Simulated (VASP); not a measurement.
# LiSi16 (a cell with a defect) in VASP: a series of runs

The runs below take LiSi16 (a cell with a defect) through single point, with PBE+D3(BJ).

Everything below comes from runs of VASP 6.6.1. Logs are shortened: lines on timing, memory, paths and dates and some standing lists are left out, and cuts for length are marked.

## (1) The cell of the first run

The cell holds a defect, 17 atoms: a = 7.679 Å, b = 7.679 Å, c = 7.679 Å, α = 60.00°, β = 60.00°, γ = 60.00°.

## (2) Single point, PBE+D3(BJ)

File INCAR:

```
PREC = Accurate
ENCUT = 520
EDIFF = 1E-6
ISMEAR = -1
SIGMA = 0.05
LREAL = Auto
LASPH = True
NELM = 100
ALGO = Normal
ISIF = 2
LWAVE = False
LCHARG = False
GGA = PE
IVDW = 12
NBANDS = 48
NELECT = 66.0
```

File KPOINTS:

```
regular mesh
0
Gamma
  1 1 1
```

File POSCAR:

```
LiSi16
1.0
    0.0000000000      5.4300000000      5.4300000000
    5.4300000000      0.0000000000      5.4300000000
    5.4300000000      5.4300000000      0.0000000000
Si Li
16 1
Direct
    0.0129708103     -0.0016140884     -0.0099971455
    0.1378384899      0.1227639042      0.1200114180
    0.0129713628     -0.0016104052      0.4992713628
    0.1358111418      0.1210124309      0.6219059853
    0.0087718232      0.4966895028     -0.0024110497
    0.1378366483      0.6191314917      0.1200101289
    0.0129713628      0.4891107735      0.4992726519
    0.1378325967      0.6191302026      0.6236535912
    0.5116958564     -0.0063918048     -0.0023227440
    0.6339497238      0.1229268877      0.1199318600
    0.5037079190     -0.0016213628      0.4992762431
    0.6339392265      0.1229281768      0.6238441989
    0.5116967772      0.4967553407     -0.0023188766
    0.6360148250      0.6209452118      0.1218374770
    0.5116988029      0.4967651013      0.4945037753
    0.6339347145      0.6190279006      0.6238442910
   -0.1144248619      0.8710847145      0.3719930018
```

Potentials or basis: VASP PAW PBE potentials, release 64 (Si, Li_sv).

The run is started by

```sh
$ cat potpaw_PBE.64/Si/POTCAR potpaw_PBE.64/Li_sv/POTCAR > POTCAR
$ mpirun -np 1 vasp_gam > vasp.out
```

OUTCAR:

```text
PREC = Accurate
   ENCUT = 520
   EDIFF = 1E-6
   ISMEAR = -1
   LREAL = Auto
   LASPH = True
   NELM = 100
   ISIF = 2
   GGA = PE
   IVDW = 12
   NELECT = 66.0
 IVDW          = 12

 ion  position               nearest neighbor table
   1  0.013  0.998  0.990-   4 2.31  10 2.38   2 2.38   6 2.38  17 2.40
   2  0.138  0.123  0.120-   9 2.34   5 2.34   1 2.38   3 2.38  17 2.74
   3  0.013  0.998  0.499-   4 2.31  12 2.38   8 2.38   2 2.38  17 2.40
   4  0.136  0.121  0.622-  11 2.31   1 2.31   3 2.31   7 2.31
   5  0.009  0.497  0.998-  14 2.34   2 2.34   6 2.34   8 2.34
   6  0.138  0.619  0.120-  13 2.34   5 2.34   1 2.38   7 2.38  17 2.74
   7  0.013  0.489  0.499-   4 2.31  16 2.38   8 2.38   6 2.38  17 2.39
   8  0.138  0.619  0.624-  15 2.34   5 2.34   3 2.38   7 2.38  17 2.74
   9  0.512  0.994  0.998-  14 2.34  10 2.34  12 2.34   2 2.34
  10  0.634  0.123  0.120-   9 2.34  13 2.34   1 2.38  11 2.38  17 2.74
  11  0.504  0.998  0.499-   4 2.31  10 2.38  12 2.38  16 2.38  17 2.39
  12  0.634  0.123  0.624-   9 2.34  15 2.34   3 2.38  11 2.38  17 2.74
  13  0.512  0.497  0.998-  14 2.34  10 2.34  16 2.34   6 2.34
  14  0.636  0.621  0.122-   9 2.34  13 2.34  15 2.34   5 2.34
  15  0.512  0.497  0.495-  14 2.34  12 2.34  16 2.34   8 2.34
  16  0.634  0.619  0.624-  13 2.34  15 2.34   7 2.38  11 2.38  17 2.74
  17  0.886  0.871  0.372-  11 2.39   7 2.39   3 2.40   1 2.40  10 2.74  12 2.74  16 2.74   8 2.74
                             6 2.74   2 2.74

  LATTYP: Found a face centered cubic cell.
 ALAT       =    10.8600000000

  Lattice vectors:

 A1 = (   0.0000000000,   5.4300000000,   5.4300000000)
 A2 = (   5.4300000000,   0.0000000000,   5.4300000000)
 A3 = (   5.4300000000,   5.4300000000,   0.0000000000)

Analysis of symmetry for initial positions (statically):
=====================================================================
 Subroutine PRICEL returns:
 Original cell was already a primitive cell.

 Routine SETGRP: Setting up the symmetry group for a
 face centered cubic supercell.

 Subroutine GETGRP returns: Found  2 space group operations
 (whereof  1 operations were pure point group operations)
 out of a pool of 48 trial point group operations.

The static configuration has the point symmetry C_1 .
 The point group associated with its full space group is C_1h.

Analysis of symmetry for dynamics (positions and initial velocities):
=====================================================================
 Subroutine PRICEL returns:
 Original cell was already a primitive cell.

 Routine SETGRP: Setting up the symmetry group for a
 face centered cubic supercell.

 Subroutine GETGRP returns: Found  2 space group operations
 (whereof  1 operations were pure point group operations)
 out of a pool of 48 trial point group operations.

The dynamic configuration has the point symmetry C_1 .
 The point group associated with its full space group is C_1h.

 Subroutine INISYM returns: Found  2 space group operations
 (whereof  1 operations are pure point group operations),
 and found     1 'primitive' translations

----------------------------------------------------------------------------------------

                                     Primitive cell

  volume of cell :     320.2060

  direct lattice vectors                    reciprocal lattice vectors
     0.000000000  5.430000000  5.430000000    -0.092081031  0.092081031  0.092081031
     5.430000000  0.000000000  5.430000000     0.092081031 -0.092081031  0.092081031
     5.430000000  5.430000000  0.000000000     0.092081031  0.092081031 -0.092081031

  length of vectors
     7.679179644  7.679179644  7.679179644     0.159489025  0.159489025  0.159489025

  position of ions in fractional coordinates (direct lattice)
     0.012970810  0.998385912  0.990002854
     0.137838490  0.122763904  0.120011418
     0.012971363  0.998389595  0.499271363
     0.135811142  0.121012431  0.621905985
     0.008771823  0.496689503  0.997588950
     0.137836648  0.619131492  0.120010129
[... 9 lines left out ...]
     0.633934715  0.619027901  0.623844291
     0.885575138  0.871084715  0.371993002

  ion indices of the primitive-cell ions
   primitive index   ion index
                 1           1
                 2           2
                 3           3
                 4           4
                 5           5
                 6           6
[... 9 lines left out ...]
                16          16
                17          17

----------------------------------------------------------------------------------------

 KPOINTS: regular mesh

Automatic generation of k-mesh.
 Grid dimensions read from file:
 generate k-points for:    1    1    1

 Generating k-lattice:

  Cartesian coordinates                     Fractional coordinates (reciprocal lattice)
    -0.092081031  0.092081031  0.092081031     1.000000000  0.000000000  0.000000000
     0.092081031 -0.092081031  0.092081031     0.000000000  1.000000000  0.000000000
     0.092081031  0.092081031 -0.092081031     0.000000000  0.000000000  1.000000000

  Length of vectors
     0.159489025  0.159489025  0.159489025

  Shift w.r.t. Gamma in fractional coordinates (k-lattice)
     0.000000000  0.000000000  0.000000000

 Subroutine IBZKPT returns following result:
 ===========================================

 Found      1 irreducible k-points:

 Following reciprocal coordinates:
            Coordinates               Weight
  0.000000  0.000000  0.000000      1.000000
   k-points           NKPTS =      1   k-points in BZ     NKDIM =      1   number of bands    NBANDS=     48
   number of dos      NEDOS =    301   number of ions     NIONS =     17
   total plane-waves  NPLWV = 216000
   dimension x,y,z NGX =    60 NGY =   60 NGZ =   60
   dimension x,y,z NGXF=   120 NGYF=  120 NGZF=  120
   ions per type =              16   1
   NGX,Y,Z   is equivalent  to a cutoff of  12.99, 12.99, 12.99 a.u.
   NGXF,Y,Z  is equivalent  to a cutoff of  25.98, 25.98, 25.98 a.u.
 SYSTEM =  unknown system
   PREC   = accura    normal or accurate (medium, high low for compatibility)
   ISTART =      0    job   : 0-new  1-cont  2-samecut
   ICHARG =      2    charge: 1-file 2-atom 10-const
   ISPIN  =      1    spin polarized calculation?
   LNONCOLLINEAR =      F non collinear calculations
   LSORBIT =      F    spin-orbit coupling
   LASPH  =      T    aspherical Exc in radial PAW
   ENCUT  =  520.0 eV  38.22 Ry    6.18 a.u.  14.28 14.28 14.28*2*pi/ulx,y,z
   NELM   =    100;   NELMIN=  2; NELMDL= -5     # of ELM steps
   EDIFF  = 0.1E-05   stopping-criterion for ELM
   LREAL  =      T    real-space projection
   EDIFFG = 0.1E-04   stopping-criterion for IOM
   NSW    =      0    number of steps for IOM
   IBRION =     -1    ionic relax: 0-MD 1-quasi-New 2-CG
   NFREE  =      0    steps in history (QN), initial steepest desc. (CG)
   ISIF   =      2    stress and relaxation
   ISYM   =      2    0-nonsym 1-usesym 2-fastsym
   POTIM  = 0.5000    time-step for ionic-motion
   TEBEG  =    0.0;   TEEND  =   0.0 temperature during run
   PSTRESS=    0.0 pullay stress
   NELECT =      66.0000    total number of electrons
   NUPDOWN=      -1.0000    fix difference up-down
   EMIN   =  10.00;   EMAX   =-10.00  energy-range for DOS
   EFERMI =   0.00;   METHOD = LEGACY
   ISMEAR =    -1;   SIGMA  =   0.05  broadening in eV -4-tet -1-fermi 0-gaus
   EFERMI_NEDOS =   21; number of points for ismear=-14 and -15
   IALGO  =     38    algorithm
   IMIX   =      4    mixing-type and parameters
     AMIX     =   0.40;   BMIX     =  1.00
     AMIX_MAG =   1.60;   BMIX_MAG =  1.00
  volume/ion in A,a.u.               =      18.84       127.11
  Fermi-wavevector in a.u.,A,eV,Ry     =   0.967044  1.827449 12.723821  0.935174
  Thomas-Fermi vector in A             =   2.096897
   LORBIT       =      0    0 simple, 1 ext, 2 COOP (PROOUT), +10 PAW based schemes
   GGA     = PE    functional components
   LHFCALC =     F    Hartree Fock is set to
   AEXX    =    0.0000 exact exchange contribution
   IVDW    =    12    specifies the selected vdW correction
   LEPSILON=     F    determine dielectric tensor
   LRPA    =     F    only Hartree local field effects (RPA)
 non-spin polarized calculation
  energy-cutoff  :      520.00
  volume of cell :      320.21
 maximum number of plane-waves:      4305
 NGX is ok and might be reduce to    60
   NGX = 29   NGY = 29   NGZ = 29

 number of electron      66.0000000 magnetization

 Free energy of the ion-electron system (eV)
  ---------------------------------------------------
  ext. energy  EPLUGINS =         0.00000000
  ---------------------------------------------------
  free energy    TOTEN  =       -74.56311703 eV

  energy without entropy =      -74.54322482  energy(sigma->0) =      -74.55317093

 E-fermi :   6.5621     XC(G=0):  -9.2851

 val. band max:        6.2998361583   @ k =   0.0000   0.0000   0.0000
 cond. band min:       6.8326817273   @ k =   0.0000   0.0000   0.0000
 fundamental gap:      0.5328455689
 Fermi energy:         6.5620851632

 k-point     1 :       0.0000    0.0000    0.0000
  band No.  band energies     occupation
      1     -40.6762      2.00000
      2      -5.7226      2.00000
      3      -3.4805      2.00000
      4      -3.3827      2.00000
      5      -3.3825      2.00000
      6      -3.3803      2.00000
[... 37 lines left out ...]
     44       8.4790      0.00000
     45       8.4792      0.00000
 [bands above 45 left out]

------------------------ aborting loop because EDIFF is reached ----------------------------------------

 Edisp (eV)   -5.45549

 E8    (eV) :    -2.2600

  FORCE on cell =-STRESS in cart. coord.  units (eV):
  Direction    XX          YY          ZZ          XY          YZ          ZX
  --------------------------------------------------------------------------------------
  -------------------------------------------------------------------------------------
  Total       7.33978     7.34144     7.33978    -0.02731     0.02731    -0.03014
  in kB      36.72519    36.73350    36.72519    -0.13665     0.13665    -0.15083
  external pressure =       36.73 kB  Pullay stress =        0.00 kB

 VOLUME and BASIS-vectors are now :
 -----------------------------------------------------------------------------
  energy-cutoff  :      520.00
  volume of cell :      320.21
      direct lattice vectors                 reciprocal lattice vectors
     0.000000000  5.430000000  5.430000000    -0.092081031  0.092081031  0.092081031
     5.430000000  0.000000000  5.430000000     0.092081031 -0.092081031  0.092081031
     5.430000000  5.430000000  0.000000000     0.092081031  0.092081031 -0.092081031

 POSITION                                       TOTAL-FORCE (eV/Angst)
 -----------------------------------------------------------------------------------
     10.79695      5.44615      5.49167         0.273374      0.291278     -0.273374
      1.31827      1.40012      1.41507         0.007072     -0.006329     -0.123028
      8.13230      2.78148      5.49169        -0.290201     -0.273512     -0.273542
      4.03405      4.11440      1.39455         0.009959     -0.011091     -0.009959
      8.11393      5.46454      2.74466        -0.081883      0.081499      0.081883
      4.01354      1.40011      4.11034         0.123028     -0.006329     -0.007072
[... 9 lines left out ...]
      6.74880      6.82974      6.80359         0.007953     -0.007455      0.119734
      6.74991      6.82859      9.53866         0.000182      0.000378     -0.000182
 -----------------------------------------------------------------------------------
    total drift:                               -0.007108      0.001663     -0.005459

  FREE ENERGIE OF THE ION-ELECTRON SYSTEM (eV)
  ---------------------------------------------------
  free  energy   TOTEN  =       -80.0186048732 eV

  energy  without entropy=      -79.9987126539  energy(sigma->0) =      -80.00865876
```

Wall time 31 s (1 thread of Intel Xeon Platinum 8488C (Sapphire Rapids), shared host); peak memory 0.42 GiB.

Results:

| Property | Result |
| --- | --- |
| Free energy | -80.0186 eV |
| Largest force | 0.504 eV/Å |
| Dispersion energy per atom | -0.321 eV |

Forces in eV/Å, atoms in the order of the input:
```
Si   0.273  0.291 -0.273
Si   0.007 -0.006 -0.123
Si  -0.290 -0.274 -0.274
Si   0.010 -0.011 -0.010
Si  -0.082  0.081  0.082
Si   0.123 -0.006 -0.007
Si   0.274 -0.274  0.290
Si   0.006 -0.123 -0.006
Si   0.077 -0.079  0.076
Si   0.008  0.121 -0.008
Si  -0.291  0.292  0.291
Si  -0.120 -0.007 -0.008
Si  -0.076 -0.079 -0.077
Si  -0.005  0.006  0.005
Si   0.078  0.075 -0.078
Si   0.008 -0.007  0.120
Li   0.000  0.000  0.000
```

Caveat: the k points lie up to 1.00 Å⁻¹ apart, too coarse for converged energies, forces and pressures; the cell carries a net charge on a neutralising background, which shifts energy and pressure; the cell is charged against a uniform background, so pressure and absolute levels hang on convention; the cutoff is under 1.25 times the usual one of these potentials, so pressure, stress and relaxed cells hold a basis-set (Pulay) error.

## (3) Single point, PBE+D3(BJ)

File INCAR:

```
SYSTEM = LiSi16
ALGO = Normal
EDIFF = 1E-6
ENCUT = 520
GGA = PE
ISIF = 2
ISMEAR = -1
IVDW = 12
LASPH = .TRUE.
LCHARG = .FALSE.
LREAL = Auto
LWAVE = .FALSE.
NBANDS = 48
NELECT = 66.0
NELM = 80
PREC = Accurate
SIGMA = 0.05
```

File KPOINTS:

```
k-points
0
G
  1 1 1
  0 0 0
```

File POSCAR:

```
LiSi16
1.0
    0.0000000000      5.4300000000      5.4300000000
    5.4300000000      0.0000000000      5.4300000000
    5.4300000000      5.4300000000      0.0000000000
Si Li
16 1
Direct
   -0.0033663904     -0.0056096685     -0.0024247698
    0.1188701657      0.1237804788      0.1198000000
   -0.0111867403     -0.0010570902      0.4990675875
    0.1187238490      0.1235879374      0.6237111418
   -0.0031899632      0.4976306630     -0.0022418969
    0.1210078269      0.6218232965      0.1219459484
   -0.0033650092      0.4974517495      0.4945128913
    0.1188682320      0.6196752302      0.6239080110
    0.4981382136     -0.0010496317     -0.0102616022
    0.6227714549      0.1235869245      0.1196662983
    0.4979334254     -0.0012516575      0.4988746777
    0.6206592081      0.1214595764      0.6215811234
    0.4935755985      0.4974498158     -0.0024255064
    0.6229599448      0.6196837017      0.1198065378
    0.4981365562      0.4896162983      0.4990732044
    0.6227725599      0.6195399632      0.6237114180
    0.3706156538      0.8714108656      0.3715331492
```

Potentials or basis: VASP PAW PBE potentials, release 64 (Si, Li_sv).

The run is started by

```sh
$ cat potpaw_PBE.64/Si/POTCAR potpaw_PBE.64/Li_sv/POTCAR > POTCAR
$ mpirun -np 1 vasp_gam > vasp.out
```

It took 29 s on 1 thread of Intel Xeon Platinum 8488C (Sapphire Rapids), shared host; peak memory 0.42 GiB.

It converged, with:

| Property | Result |
| --- | --- |
| Free energy | -80.0191 eV |
| Largest force | 0.475 eV/Å |
| Dispersion energy per atom | -0.321 eV |

Forces in eV/Å, atoms in the order of the input:
```
Si   0.086 -0.086  0.086
Si   0.000  0.132  0.000
Si  -0.275  0.273  0.273
Si  -0.132 -0.002 -0.002
Si  -0.085 -0.086 -0.086
Si   0.000  0.001  0.001
Si   0.086  0.086 -0.086
Si   0.000  0.000  0.132
Si   0.273  0.274 -0.275
Si  -0.001 -0.001 -0.132
Si  -0.272 -0.272 -0.272
Si   0.001  0.000  0.000
Si  -0.086  0.086  0.086
Si   0.131  0.001  0.001
Si   0.273 -0.275  0.274
Si  -0.001 -0.132 -0.001
Li   0.003  0.002  0.002
```

Levels at points of the mesh, in eV from the Fermi level:
| k point | band 30 | band 31 | band 32 | band 33 | band 34 | band 35 | band 36 | band 37 |
| --- | --- | --- | --- | --- | --- | --- | --- | --- |
| (0.00, 0.00, 0.00) | -1.42 | -0.26 | -0.26 | -0.26 | 0.27 | 0.27 | 0.27 | 0.34 |

Caveat: the k points lie up to 1.00 Å⁻¹ apart, too coarse for converged energies, forces and pressures; the cell carries a net charge on a neutralising background, which shifts energy and pressure; the cell is charged against a uniform background, so pressure and absolute levels hang on convention; the cutoff is under 1.25 times the usual one of these potentials, so pressure, stress and relaxed cells hold a basis-set (Pulay) error.

## (4) Single point, PBE+D3(BJ)

File INCAR:

```
ALGO = Normal
EDIFF = 1E-7
ENCUT = 520
GGA = PE
ISIF = 2
ISMEAR = -1
IVDW = 12
LASPH = T
LCHARG = F
LREAL = Auto
LWAVE = F
NBANDS = 48
NELECT = 66.0
NELM = 100
PREC = Accurate
SIGMA = 0.05
```

File KPOINTS:

```
k-points
0
Gamma
  2 2 2
```

File POSCAR:

```
LiSi16
1.0
    0.0000000000      5.4300000000      5.4300000000
    5.4300000000      0.0000000000      5.4300000000
    5.4300000000      5.4300000000      0.0000000000
Si Li
16 1
Direct
   -0.0047576427      0.0058677716      0.0014239411
    0.1179983425      0.1367497238      0.1271640884
   -0.0062324125      0.0062390424      0.5067497238
    0.1258946593      0.1270858195      0.6275968692
   -0.0056798343      0.5048105893      0.0053214549
    0.1190131676      0.6265814917      0.1270925414
   -0.0047579190      0.5009129834      0.5063787293
    0.1179976980      0.6266534991      0.6372606814
    0.4972170350      0.0060083794      0.0016277164
    0.6213822284      0.1276884899      0.1296590239
    0.4984744936      0.0017026703      0.5022142726
    0.6199388582      0.1272596685      0.6277712707
    0.4978527624      0.5015875691      0.0020993554
    0.6260562615      0.6268945672      0.1274065378
    0.4972165746      0.5011162063      0.5065202578
    0.6213818600      0.6291474217      0.6282002762
    0.2425748619      0.7560748619      0.2565857274
```

The run is started by

```sh
$ cat potpaw_PBE.64/Si/POTCAR potpaw_PBE.64/Li_sv/POTCAR > POTCAR
$ mpirun -np 1 vasp_std > vasp.out
```

Wall time 2.4 min (1 thread of Intel Xeon Platinum 8488C (Sapphire Rapids), shared host); peak memory 0.47 GiB.

The run converged. Its results:

* Free energy: -98.9680 eV
* Largest force: 0.055 eV/Å
* Dispersion energy per atom: -0.321 eV

Forces in eV/Å, atoms in the order of the input:
```
Si   0.007 -0.005 -0.002
Si  -0.003 -0.004  0.001
Si  -0.011 -0.002 -0.002
Si   0.004 -0.010 -0.010
Si   0.006  0.001  0.001
Si   0.000 -0.005 -0.005
Si   0.007 -0.002 -0.005
Si  -0.003  0.001 -0.004
Si   0.006  0.000  0.005
Si   0.008  0.005 -0.007
Si   0.021 -0.002 -0.002
Si   0.004  0.007  0.007
Si  -0.004  0.000  0.000
Si  -0.004  0.007  0.007
Si   0.006  0.005  0.000
Si   0.008 -0.007  0.005
Li  -0.053  0.011  0.011
```

Levels at points of the mesh, in eV from the Fermi level:
| k point | band 29 | band 30 | band 31 | band 32 | band 33 | band 34 | band 35 | band 36 | band 37 | band 38 |
| --- | --- | --- | --- | --- | --- | --- | --- | --- | --- | --- |
| (0.00, 0.00, 0.00) | -1.45 | -1.44 | -0.32 | -0.32 | -0.32 | 0.32 | 0.33 | 0.33 | 0.40 | 0.40 |
| (0.50, 0.00, 0.00) | -2.42 | -1.13 | -1.13 | -1.04 | -1.04 | 0.89 | 1.07 | 1.08 | 1.27 | 1.28 |
| (0.00, 0.50, 0.00) | -2.43 | -1.14 | -1.13 | -1.04 | -1.04 | 0.87 | 1.09 | 1.09 | 1.27 | 1.27 |
| (0.50, 0.50, 0.50) | -2.42 | -1.13 | -1.13 | -1.04 | -1.04 | 0.89 | 1.08 | 1.08 | 1.27 | 1.28 |
| (0.50, 0.50, 0.00) | -2.22 | -1.68 | -1.68 | -1.63 | -1.59 | 0.75 | 0.82 | 1.87 | 1.99 | 1.99 |
| (0.00, 0.50, 0.50) | -2.22 | -1.68 | -1.68 | -1.63 | -1.59 | 0.75 | 0.82 | 1.88 | 1.99 | 1.99 |

Caveat: the k points lie up to 0.50 Å⁻¹ apart; the cell carries a net charge on a neutralising background, which shifts energy and pressure; the cell is charged against a uniform background, so pressure and absolute levels hang on convention; the cutoff is under 1.25 times the usual one of these potentials, so pressure, stress and relaxed cells hold a basis-set (Pulay) error.

[end of part 1 of 2]
